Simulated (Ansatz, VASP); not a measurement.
## One calculation of TaCo3, two programs

The input INCAR:

```
SYSTEM = TaCo3
PREC = Accurate ; ENCUT = 520
EDIFF = 1E-7 ; ISMEAR = -1
SIGMA = 0.08 ; LREAL = .FALSE.
LASPH = .TRUE. ; NELM = 100
ALGO = Normal ; ISIF = 2
LWAVE = .FALSE. ; LCHARG = .TRUE.
GGA = CA ; LELF = .TRUE.
LVHAR = .TRUE. ; NBANDS = 27
```

The input KPOINTS:

```
regular mesh
0
G
  9 9 9
  0 0 0
```

Contents of POSCAR:

```
TaCo3
1.0
    3.5169021751      0.0000000000      0.0000000000
    0.0000000000      3.5169021751      0.0000000000
    0.0000000000      0.0000000000      3.5169021751
Ta Co
1 3
Direct
    0.0000000000      0.0000000000      0.0000000000
    0.0000000000      0.5000000000      0.5000000000
    0.5000000000      0.0000000000      0.5000000000
    0.5000000000      0.5000000000      0.0000000000
```

Input for Ansatz:

```yaml
crystal:
  lattice:
    - [3.5169021751, 0.0, 0.0]
    - [0.0, 3.5169021751, 0.0]
    - [0.0, 0.0, 3.5169021751]
  atoms:
    - { symbol: Ta, position: [0.0, 0.0, 0.0] }
    - { symbol: Co, position: [0.0, 0.5, 0.5] }
    - { symbol: Co, position: [0.5, 0.0, 0.5] }
    - { symbol: Co, position: [0.5, 0.5, 0.0] }
kpoints:
  mp_grid: { grid: [9, 9, 9] }
scf:
  occupations: { method: fermi_dirac, width: 0.08 }
  lower_state_search: "off"
hamiltonian:
  xc: lda
  pseudopotentials: { kind: paw }
output:
  forces: true
  stress: true
  eigenvalues: true
```

Change from the starting cell: volume scaled by 0.88, no spin polarisation, PAW files.

Alike in both runs: task single point; functional LDA; k mesh 9 × 9 × 9; occupations fermi-dirac, width 0.08 eV; no spin polarisation.

|  | VASP | Ansatz |
| --- | --- | --- |
| version | VASP 6.6.1 | Ansatz 0.2.0 |
| potentials or method | VASP PAW LDA potentials, release 64 (Ta_pv, Co) | PAW with Ansatz's default frozen-core files, scalar-relativistic |
| plane-wave cutoff (eV) | 520 | 420 |
| valence electrons in the cell | 38 | 64 |

|  | VASP | Ansatz | Ansatz less VASP |
| --- | --- | --- | --- |
| pressure (GPa) | 11.0 | 10.7 | -0.27 |

LDA's correlation is that of Perdew and Zunger in VASP and of Perdew and Wang (1992) in Ansatz. VASP's potentials hold 38 valence electrons a cell and Ansatz's 64, so a difference there can come from the potentials and not from the codes.

Spin-orbit coupling is off throughout.
